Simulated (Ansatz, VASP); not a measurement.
# Two plane-wave programs on TiO2

```
Ti O
1.0
     5.14500    0.00000    0.00000
     0.00000    9.18500    0.00000
     0.00000    0.00000    5.44700
Ti O
8 16
Cartesian
  0.6534 1.1665 4.8315
  3.2259 3.4260 0.6155
  4.4916 5.7590 3.3390
  1.9191 8.0185 2.1080
  4.4916 8.0185 0.6155
  1.9191 5.7590 4.8315
  0.6534 3.4260 2.1080
  3.2259 1.1665 3.3390
  2.3924 2.1126 4.8751
  4.9649 2.4800 0.5719
  2.7526 6.7050 3.2954
  0.1801 7.0725 2.1516
  2.7526 7.0725 0.5719
  0.1801 6.7050 4.8751
  2.3924 2.4800 2.1516
  4.9649 2.1126 3.2954
  4.2189 0.0919 4.6027
  1.6464 4.5007 0.8443
  0.9261 4.6844 3.5678
  3.4986 9.0931 1.8792
  0.9261 9.0931 0.8443
  3.4986 4.6844 4.6027
  4.2189 4.5007 1.8792
  1.6464 0.0919 3.5678
```

Alike in both runs: task single point; functional PBEsol; k mesh 4 × 2 × 4; occupations gaussian, width 0.1 eV; no spin polarisation.

|  | VASP | Ansatz |
| --- | --- | --- |
| version | VASP 6.6.1 | Ansatz 0.2.0 |
| potentials or method | VASP PAW PBE potentials, release 64 (Ti_sv, O), cutoff 520 eV | scalar-relativistic, plane waves, PAW |
| valence electrons in the cell | 192 | 192 |

|  | VASP | Ansatz | Ansatz less VASP |
| --- | --- | --- | --- |
| gap on the k mesh at the Fermi level (eV) | 2.08 | 2.11 | +0.025 |
| least direct gap on the mesh (eV) | 2.08 | 2.11 | +0.025 |
| pressure (GPa) | -0.7 | -1.4 | -0.66 |
| traceless stress, the component that is largest in VASP (GPa) | 1.73 | 1.60 | -0.125 |
| rms of the force components (eV/Å) | 0.308 | 0.296 | -0.0123 |

VASP's potentials were made for PBE, not for PBEsol. Atom by atom the forces differ by 0.019 eV/Å (rms over components).
